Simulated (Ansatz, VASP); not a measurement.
# One calculation of Nb, two programs

```xyz
1
Lattice="0.0000 2.1150 2.0304 2.1150 0.0000 2.0304 2.1150 2.1150 0.0000" Properties=species:S:1:pos:R:3 pbc="T T T"
Nb    0.0000    0.0000    0.0000
```

Change from the starting cell: strain +0.000 along x and y, -0.040 along z, atoms carried along.

Alike in both runs: task single point; functional r2SCAN; k mesh 20 × 20 × 20; occupations gaussian, width 0.15 eV; no spin polarisation.

|  | VASP | Ansatz |
| --- | --- | --- |
| version | VASP 6.6.1 | Ansatz 0.2.0 |
| potentials or method | VASP PAW PBE potentials, release 64 (Nb_sv), cutoff 520 eV | scalar-relativistic, plane waves, PAW |
| valence electrons in the cell | 13 | 13 |

```csv
,VASP,Ansatz,Ansatz less VASP
gap on the k mesh at the Fermi level (eV),none,none,-
pressure (GPa),4.4,4.6,+0.17
"traceless stress, the component that is largest in VASP (GPa)",-7.99,-8.03,-0.038
```

VASP's potentials were made for PBE, not for r2SCAN. A gap of «none» marks a metal or a gap that the smearing closes.
